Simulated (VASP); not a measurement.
A run of VASP 6.6.1 is set up as follows.

File INCAR:

```
SYSTEM = TaN
PREC = Accurate ; ENCUT = 700
EDIFF = 1E-6 ; ISMEAR = 0
SIGMA = 0.05 ; LREAL = .False.
LASPH = .True. ; NELM = 200
ALGO = Normal ; ISIF = 2
LWAVE = .False. ; LCHARG = .False.
ISPIN = 2 ; MAGMOM = 0.75 0.75 0.09 0.09
LORBIT = 11 ; NUPDOWN = 3.0
LMAXMIX = 4 ; LDAU = .True.
LDAUTYPE = 2 ; LDAUL = 2 -1
LDAUU = 6 0 ; LDAUJ = 0 0
LDAUPRINT = 1 ; GGA = PS
NBANDS = 30 ; GGA_COMPAT = .False.
```

Contents of KPOINTS:

```
Automatic mesh
0
Gamma
  7 7 7
  0 0 0
```

The input POSCAR:

```
TaN
1.0
    0.0000000000      2.1790013100      2.1790013100
    2.1790013100      0.0000000000      2.1790013100
    4.3580026200      4.3580026200      0.0000000000
Ta N
2 2
Direct
    0.5000000000      0.5000000000      0.2500000000
    0.5000000000      0.5000000000      0.7500000000
    0.0000000000      0.0000000000      0.0000000000
    0.0000000000      0.0000000000      0.5000000000
```

Potentials or basis: VASP PAW PBE potentials, release 64 (Ta_sv_GW, N).

Command:

```sh
$ cat potpaw_PBE.64/Ta_sv_GW/POTCAR potpaw_PBE.64/N/POTCAR > POTCAR
$ mpirun -np 1 vasp_std > vasp.out
```

Question: What does it give for the pressure?

Answer: 40.5 GPa.

Eigenvalues of the final occupation matrices:
```
    site  spin  trace               eigenvalues
site 1 d     1   1.68  0.20 0.20 0.43 0.43 0.43
site 1 d     2   0.67  0.10 0.10 0.10 0.18 0.18
site 2 d     1   1.68  0.20 0.20 0.43 0.43 0.43
site 2 d     2   0.67  0.10 0.10 0.10 0.18 0.18
```

Caveat: the moment is held away from its start; the cell stands under pressure; the PAW data sets were made with another functional, which shifts forces and pressure a little; spin-orbit coupling is left out, which moves the levels of the heavy elements; the total moment is fixed, so each spin has its own Fermi level and the state may be an excited one.
